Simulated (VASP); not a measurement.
# Be (Fm-3m) in VASP: a series of runs

Be is run at these levels: PBE; tasks: single point.

All numbers are computed with VASP 6.6.1; they aren't measurements. Logs are shortened: lines on timing, memory, paths and dates and some standing lists are left out, and cuts for length are marked.

## Step 1: The cell of the first run

It takes space group Fm-3m (No. 225, cubic). The conventional cell has a = 2.831 Å, b = 2.831 Å, c = 2.831 Å, α = 90.00°, β = 90.00°, γ = 90.00°. Be (site symmetry m-3m) has 12 Be at 2.00 Å within 2.7 Å.

## Step 2: Single point, PBE

INCAR

```
ALGO     = Normal         # electronic algorithm
EDIFF    = 1E-6           # SCF threshold, eV
ENCUT    = 520            # plane-wave cutoff, eV
GGA      = PE             # functional
ISIF     = 2              # what is computed and relaxed
ISMEAR   = -1             # smearing method
LASPH    = T              # aspherical terms in the spheres
LCHARG   = T              # write CHGCAR
LELF     = T              # ELF
LREAL    = F              # projectors in reciprocal space
LVHAR    = T            
LWAVE    = F              # write WAVECAR
NBANDS   = 7              # bands
NELM     = 80             # most SCF steps
PREC     = Accurate       # precision mode
SIGMA    = 0.05           # smearing width, eV
```

KPOINTS

```
k-points
0
Gamma
  23 23 23
```

POSCAR

```
Be
1.0
    0.0000000000      1.4154663004      1.4154663004
    1.4154663004      0.0000000000      1.4154663004
    1.4154663004      1.4154663004      0.0000000000
Be
1
Direct
    0.0000000000      0.0000000000      0.0000000000
```

Potentials or basis: VASP PAW PBE potentials, release 64 (Be).

On the command line:

```console
$ cat potpaw_PBE.64/Be/POTCAR > POTCAR
$ mpirun -np 1 vasp_std > vasp.out
```

OUTCAR:

```text
EDIFF = 1E-6
   ENCUT = 520
   GGA = PE
   ISIF = 2
   ISMEAR = -1
   LASPH = T
   LREAL = F
   NELM = 80
   PREC = Accurate

 ion  position               nearest neighbor table
   1  0.000  0.000  0.000-

  LATTYP: Found a face centered cubic cell.
 ALAT       =     2.8309326008

  Lattice vectors:

 A1 = (   0.0000000000,   1.4154663004,   1.4154663004)
 A2 = (   1.4154663004,   0.0000000000,   1.4154663004)
 A3 = (   1.4154663004,   1.4154663004,   0.0000000000)

Analysis of symmetry for initial positions (statically):
=====================================================================
 Subroutine PRICEL returns:
 Original cell was already a primitive cell.

 Routine SETGRP: Setting up the symmetry group for a
 face centered cubic supercell.

 Subroutine GETGRP returns: Found 48 space group operations
 (whereof 48 operations were pure point group operations)
 out of a pool of 48 trial point group operations.

The static configuration has the point symmetry O_h .

Analysis of symmetry for dynamics (positions and initial velocities):
=====================================================================
 Subroutine PRICEL returns:
 Original cell was already a primitive cell.

 Routine SETGRP: Setting up the symmetry group for a
 face centered cubic supercell.

 Subroutine GETGRP returns: Found 48 space group operations
 (whereof 48 operations were pure point group operations)
 out of a pool of 48 trial point group operations.

The dynamic configuration has the point symmetry O_h .

 Subroutine INISYM returns: Found 48 space group operations
 (whereof 48 operations are pure point group operations),
 and found     1 'primitive' translations

----------------------------------------------------------------------------------------

                                     Primitive cell

  volume of cell :       5.6719

  direct lattice vectors                    reciprocal lattice vectors
     0.000000000  1.415466300  1.415466300    -0.353240483  0.353240483  0.353240483
     1.415466300  0.000000000  1.415466300     0.353240483 -0.353240483  0.353240483
     1.415466300  1.415466300  0.000000000     0.353240483  0.353240483 -0.353240483

  length of vectors
     2.001771639  2.001771639  2.001771639     0.611830464  0.611830464  0.611830464

  position of ions in fractional coordinates (direct lattice)
     0.000000000  0.000000000  0.000000000

  ion indices of the primitive-cell ions
   primitive index   ion index
                 1           1

----------------------------------------------------------------------------------------

 KPOINTS: k-points

Automatic generation of k-mesh.
 Grid dimensions read from file:
 generate k-points for:   23   23   23

 Generating k-lattice:

  Cartesian coordinates                     Fractional coordinates (reciprocal lattice)
    -0.015358282  0.015358282  0.015358282     0.043478261  0.000000000  0.000000000
     0.015358282 -0.015358282  0.015358282     0.000000000  0.043478261  0.000000000
     0.015358282  0.015358282 -0.015358282     0.000000000  0.000000000  0.043478261

  Length of vectors
     0.026601325  0.026601325  0.026601325

  Shift w.r.t. Gamma in fractional coordinates (k-lattice)
     0.000000000  0.000000000  0.000000000

 Subroutine IBZKPT returns following result:
 ===========================================

 Found    364 irreducible k-points:

 Following reciprocal coordinates:
            Coordinates               Weight
  0.000000  0.000000  0.000000      1.000000
  0.043478  0.000000  0.000000      8.000000
  0.086957  0.000000  0.000000      8.000000
  0.130435  0.000000  0.000000      8.000000
  0.173913  0.000000  0.000000      8.000000
  0.217391  0.000000  0.000000      8.000000
[... 16 lines left out ...]
  0.478261  0.043478  0.000000     24.000000
 -0.478261  0.043478  0.000000     24.000000
 [... further k-points ...]
   k-points           NKPTS =    364   k-points in BZ     NKDIM =    364   number of bands    NBANDS=      7
   number of dos      NEDOS =    301   number of ions     NIONS =      1
   total plane-waves  NPLWV =   4096
   dimension x,y,z NGX =    16 NGY =   16 NGZ =   16
   dimension x,y,z NGXF=    32 NGYF=   32 NGZF=   32
   ions per type =               1
   NGX,Y,Z   is equivalent  to a cutoff of  13.29, 13.29, 13.29 a.u.
   NGXF,Y,Z  is equivalent  to a cutoff of  26.58, 26.58, 26.58 a.u.
 SYSTEM =  unknown system
   PREC   = accura    normal or accurate (medium, high low for compatibility)
   ISTART =      0    job   : 0-new  1-cont  2-samecut
   ICHARG =      2    charge: 1-file 2-atom 10-const
   ISPIN  =      1    spin polarized calculation?
   LNONCOLLINEAR =      F non collinear calculations
   LSORBIT =      F    spin-orbit coupling
   LASPH  =      T    aspherical Exc in radial PAW
   ENCUT  =  520.0 eV  38.22 Ry    6.18 a.u.   3.72  3.72  3.72*2*pi/ulx,y,z
   NELM   =     80;   NELMIN=  2; NELMDL= -5     # of ELM steps
   EDIFF  = 0.1E-05   stopping-criterion for ELM
   LREAL  =      F    real-space projection
[... 7 lines left out ...]
   TEBEG  =    0.0;   TEEND  =   0.0 temperature during run
   PSTRESS=    0.0 pullay stress
   NELECT =       2.0000    total number of electrons
   NUPDOWN=      -1.0000    fix difference up-down
   EMIN   =  10.00;   EMAX   =-10.00  energy-range for DOS
   EFERMI =   0.00;   METHOD = LEGACY
   ISMEAR =    -1;   SIGMA  =   0.05  broadening in eV -4-tet -1-fermi 0-gaus
   EFERMI_NEDOS =   21; number of points for ismear=-14 and -15
   IALGO  =     38    algorithm
   IMIX   =      4    mixing-type and parameters
     AMIX     =   0.40;   BMIX     =  1.00
     AMIX_MAG =   1.60;   BMIX_MAG =  1.00
  volume/ion in A,a.u.               =       5.67        38.28
  Fermi-wavevector in a.u.,A,eV,Ry     =   1.156579  2.185617 18.200173  1.337675
  Thomas-Fermi vector in A             =   2.293198
   LORBIT       =      0    0 simple, 1 ext, 2 COOP (PROOUT), +10 PAW based schemes
   GGA     = PE    functional components
[... 5 lines left out ...]
 non-spin polarized calculation
  energy-cutoff  :      520.00
  volume of cell :        5.67
 maximum number of plane-waves:       169
   NGX =  7   NGY =  7   NGZ =  7

 number of electron       2.0000000 magnetization

 Free energy of the ion-electron system (eV)
  ---------------------------------------------------
  ext. energy  EPLUGINS =         0.00000000
  ---------------------------------------------------
  free energy    TOTEN  =        -3.31129967 eV

  energy without entropy =       -3.31103569  energy(sigma->0) =       -3.31116768

 E-fermi :  10.7009     XC(G=0): -11.7564

 val. band max:       10.6920430463   @ k =  -0.3478   0.3913   0.0435
 cond. band min:      10.8764559586   @ k =  -0.3478   0.3478   0.0435
 fundamental gap:      0.1844129123
 Fermi energy:        10.7009212828

 k-point     1 :       0.0000    0.0000    0.0000
  band No.  band energies     occupation
      1      -3.1203      2.00000
      2      35.9068      0.00000
      3      35.9068      0.00000
      4      35.9068      0.00000
      5      46.5432      0.00000
      6      46.5432      0.00000
      7      46.5432      0.00000

 k-point     2 :       0.0435    0.0000    0.0000
  band No.  band energies     occupation
      1      -3.0516      2.00000
      2      35.1849      0.00000
      3      35.7476      0.00000
      4      35.7476      0.00000
      5      45.4465      0.00000
      6      46.8366      0.00000
      7      46.8366      0.00000

 k-point     3 :       0.0870    0.0000    0.0000
  band No.  band energies     occupation
      1      -2.8454      2.00000
      2      33.2282      0.00000
      3      35.3277      0.00000
      4      35.3277      0.00000
      5      44.6594      0.00000
      6      47.6165      0.00000
      7      47.6165      0.00000

 k-point     4 :       0.1304    0.0000    0.0000
  band No.  band energies     occupation
      1      -2.5015      2.00000
      2      30.5638      0.00000
      3      34.7676      0.00000
      4      34.7676      0.00000
      5      44.6565      0.00000
      6      48.5711      0.00000
      7      48.5711      0.00000

 k-point     5 :       0.1739    0.0000    0.0000
  band No.  band energies     occupation
      1      -2.0199      2.00000
      2      27.6456      0.00000
      3      34.1746      0.00000
      4      34.1746      0.00000
      5      45.1461      0.00000
      6      49.0420      0.00000
      7      49.0420      0.00000

 k-point     6 :       0.2174    0.0000    0.0000
  band No.  band energies     occupation
      1      -1.4018      2.00000
      2      24.7143      0.00000
      3      33.6187      0.00000
      4      33.6187      0.00000
      5      45.8808      0.00000
      6      48.4293      0.00000
      7      48.4293      0.00000

 k-point     7 :       0.2609    0.0000    0.0000
  band No.  band energies     occupation
      1      -0.6513      2.00000
      2      21.8886      0.00000
      3      33.1378      0.00000
      4      33.1378      0.00000
      5      46.5187      0.00000
      6      47.2047      0.00000
      7      47.2047      0.00000
[... 121 lines left out ...]
 k-point    20 :       0.3478    0.0435    0.0000
  band No.  band energies     occupation
      1       0.9301      2.00000
      2      17.6140      0.00000
      3      31.4285      0.00000
      4      33.2164      0.00000
      5      42.3191      0.00000
      6      46.4418      0.00000
      7      48.4614      0.00000

 k-point    21 :       0.3913    0.0435    0.0000
  band No.  band energies     occupation
      1       1.9446      2.00000
      2      15.3824      0.00000
      3      31.3409      0.00000
      4      32.7618      0.00000
      5      41.5822      0.00000
      6      45.3047      0.00000
      7      47.9451      0.00000

 k-point    22 :       0.4348    0.0435    0.0000
  band No.  band energies     occupation
      1       2.9375      2.00000
      2      13.5290      0.00000
      3      31.3802      0.00000
      4      32.3416      0.00000
      5      41.1248      0.00000
      6      44.3869      0.00000
      7      47.4934      0.00000

 k-point    23 :       0.4783    0.0435    0.0000
  band No.  band energies     occupation
      1       3.7100      2.00000
      2      12.2616      0.00000
      3      31.5331      0.00000
      4      31.9650      0.00000
      5      40.9632      0.00000
      6      43.7234      0.00000
      7      47.2504      0.00000

 k-point    24 :      -0.4783    0.0435    0.0000
  band No.  band energies     occupation
      1       3.9436      2.00000
      2      11.9034      0.00000
      3      31.6485      0.00000
      4      31.7829      0.00000
      5      41.0912      0.00000
      6      43.3405      0.00000
      7      47.2451      0.00000

 [... further k-points ...]
[... 5 lines left out ...]
  --------------------------------------------------------------------------------------
  -------------------------------------------------------------------------------------
  Total        2.4560784      2.4560784      2.4560784     -0.0000000     -0.0000000      0.0000000
  in kB      693.7838929    693.7838929    693.7838929     -0.0000000     -0.0000000      0.0000000
  external PRESSURE =     693.7838929 kB  Pullay stress =       0.0000000 kB

 VOLUME and BASIS-vectors are now :
 -----------------------------------------------------------------------------
  energy-cutoff  :      520.00
  volume of cell :        5.67
      direct lattice vectors                 reciprocal lattice vectors
     0.000000000  1.415466300  1.415466300    -0.353240483  0.353240483  0.353240483
     1.415466300  0.000000000  1.415466300     0.353240483 -0.353240483  0.353240483
     1.415466300  1.415466300  0.000000000     0.353240483  0.353240483 -0.353240483

 POSITION                                       TOTAL-FORCE (eV/Angst)
 -----------------------------------------------------------------------------------
      0.00000      0.00000      0.00000         0.000000      0.000000      0.000000
 -----------------------------------------------------------------------------------
    total drift:                               -0.000000     -0.000000     -0.000000

  FREE ENERGIE OF THE ION-ELECTRON SYSTEM (eV)
  ---------------------------------------------------
  free  energy   TOTEN  =        -3.3112996748 eV

  energy  without entropy=       -3.3110356855  energy(sigma->0) =       -3.31116768
```

Wall time 3.4 s (1 thread of Intel Xeon 6975P-C (Granite Rapids), shared host); peak memory 0.11 GiB.

What came out:

```yaml
Free_energy: -3.3113 eV
Pressure: 69.4 GPa
Band_gap_on_the_k_mesh: zero (band 1 reaches 11.46 eV, above the bottom of band 2 at 10.64 eV)
```

## Step 3: Single point, PBE

INCAR

```
ALGO     = Normal         # electronic algorithm
EDIFF    = 1E-7           # SCF threshold, eV
ENCUT    = 520            # plane-wave cutoff, eV
GGA      = PE             # functional
ISIF     = 2              # what is computed and relaxed
ISMEAR   = -1             # smearing method
LASPH    = T              # aspherical terms in the spheres
LCHARG   = F              # write CHGCAR
LREAL    = F              # projectors in reciprocal space
LWAVE    = F              # write WAVECAR
NBANDS   = 7              # bands
NELM     = 80             # most SCF steps
PREC     = Accurate       # precision mode
SIGMA    = 0.05           # smearing width, eV
```

KPOINTS is that of step 2.

POSCAR

```
Be
1.0
    0.0000000000      1.4151358457      1.4151358457
    1.4151358457      0.0000000000      1.4151358457
    1.4151358457      1.4151358457      0.0000000000
Be
1
Direct
    0.0000000000      0.0000000000      0.0000000000
```

Potentials or basis: VASP PAW PBE potentials, release 64 (Be).

On the command line:

```console
$ cat potpaw_PBE.64/Be/POTCAR > POTCAR
$ mpirun -np 1 vasp_std > vasp.out
```

OUTCAR:

```text
EDIFF = 1E-7
   ENCUT = 520
   GGA = PE
   ISIF = 2
   ISMEAR = -1
   LASPH = T
   LREAL = F
   NELM = 80
   PREC = Accurate

 ion  position               nearest neighbor table
   1  0.000  0.000  0.000-

  LATTYP: Found a face centered cubic cell.
 ALAT       =     2.8302716914

  Lattice vectors:

 A1 = (   0.0000000000,   1.4151358457,   1.4151358457)
 A2 = (   1.4151358457,   0.0000000000,   1.4151358457)
 A3 = (   1.4151358457,   1.4151358457,   0.0000000000)

Analysis of symmetry for initial positions (statically):
[... 409 lines left out ...]
      1       3.9474      2.00000
      2      11.9140      0.00000
      3      31.6674      0.00000
      4      31.8017      0.00000
      5      41.1120      0.00000
      6      43.3624      0.00000
      7      47.2685      0.00000

 [... further k-points ...]
[... 5 lines left out ...]
  --------------------------------------------------------------------------------------
  -------------------------------------------------------------------------------------
  Total        2.4624507      2.4624507      2.4624507     -0.0000000      0.0000000     -0.0000000
  in kB      696.0713231    696.0713231    696.0713231     -0.0000000      0.0000000     -0.0000000
  external PRESSURE =     696.0713231 kB  Pullay stress =       0.0000000 kB

 VOLUME and BASIS-vectors are now :
 -----------------------------------------------------------------------------
  energy-cutoff  :      520.00
  volume of cell :        5.67
      direct lattice vectors                 reciprocal lattice vectors
     0.000000000  1.415135846  1.415135846    -0.353322970  0.353322970  0.353322970
     1.415135846  0.000000000  1.415135846     0.353322970 -0.353322970  0.353322970
     1.415135846  1.415135846  0.000000000     0.353322970  0.353322970 -0.353322970

 POSITION                                       TOTAL-FORCE (eV/Angst)
 -----------------------------------------------------------------------------------
      0.00000      0.00000      0.00000        -0.000000     -0.000000     -0.000000
 -----------------------------------------------------------------------------------
    total drift:                               -0.000000     -0.000000     -0.000000

  FREE ENERGIE OF THE ION-ELECTRON SYSTEM (eV)
  ---------------------------------------------------
  free  energy   TOTEN  =        -3.3095769388 eV

  energy  without entropy=       -3.3093132433  energy(sigma->0) =       -3.30944509
```

OSZICAR:

```text
N       E                     dE             d eps       ncg     rms          rms(c)
DAV:   1    -0.178324992478E+01   -0.17832E+01   -0.13022E+03  5782   0.245E+02
DAV:   2    -0.338019976942E+01   -0.15969E+01   -0.15525E+01  6811   0.301E+01
DAV:   3    -0.338165741008E+01   -0.14576E-02   -0.14576E-02  6160   0.828E-01
DAV:   4    -0.338165753446E+01   -0.12438E-06   -0.12385E-06  7574   0.751E-03
DAV:   5    -0.338165753485E+01   -0.39391E-09   -0.43732E-11  6139   0.188E-05    0.114E+00
DAV:   6    -0.332599570379E+01    0.55662E-01   -0.11177E-02  5530   0.114E+00    0.724E-01
DAV:   7    -0.330962802862E+01    0.16368E-01   -0.87517E-03  5740   0.106E+00    0.372E-02
DAV:   8    -0.330958409227E+01    0.43936E-04   -0.11042E-05  5978   0.282E-02    0.145E-02
DAV:   9    -0.330957828105E+01    0.58112E-05   -0.64536E-06  6111   0.210E-02    0.384E-03
DAV:  10    -0.330957714482E+01    0.11362E-05   -0.12755E-07  6524   0.292E-03    0.820E-04
DAV:  11    -0.330957694156E+01    0.20326E-06   -0.10560E-08  3409   0.883E-04    0.149E-05
DAV:  12    -0.330957693885E+01    0.27089E-08   -0.25998E-10  2793   0.130E-04
   1 F= -.33095769E+01 E0= -.33094451E+01  d E =-.263696E-03
```

Wall time 3.4 s (1 thread of Intel Xeon 6975P-C (Granite Rapids), shared host); peak memory 0.12 GiB.

What came out:

```
Free energy            : -3.3096 eV
Pressure               : 69.6 GPa
Band gap on the k mesh : zero (band 1 reaches 11.47 eV, above the bottom of band 2 at 10.65 eV)
```
